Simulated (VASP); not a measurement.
Runs of VASP 6.6.1 on Cd. The structure is that of space group P6_3/mmc (No. 194), or close to it. The cells are those of the table. 

```tsv
cell	k mesh	gap on the mesh (eV)	pressure (GPa)
a = 3.231, b = 3.231, c = 10.573 Å, angles 90.0, 90.0, 120.0°, 4 atoms	13 × 13 × 4	none	(a)
a = 3.231, b = 3.231, c = 10.573 Å, angles 90.0, 90.0, 120.0°, 4 atoms	12 × 12 × 3	none	0.2
a = 3.096, b = 3.096, c = 10.132 Å, angles 90.0, 90.0, 120.0°, 4 atoms	13 × 13 × 4	none	6.6
a = 3.274, b = 3.274, c = 10.712 Å, angles 90.0, 90.0, 120.0°, 4 atoms	13 × 13 × 4	none	(b)
a = 3.142, b = 3.142, c = 10.283 Å, angles 90.0, 90.0, 120.0°, 4 atoms	13 × 13 × 4	none	3.8
```

Alike in all rows: task single point; level revPBE; potentials or basis VASP PAW PBE potentials, release 64 (Cd); no spin polarisation; cutoff (eV) 520; smearing fermi-dirac 0.1 eV.

**Question.** Fill in the values left out.

**Answer.** (a) 0.1; (b) -1.0.

Caveats: the PAW data sets were made with another functional, which shifts forces and pressure a little; the cell stands under pressure (at least some runs).

A k mesh can miss the band edges, and the runs leave out spin-orbit coupling on Cd.

A gap of «none» marks levels without a gap at the run's occupations.
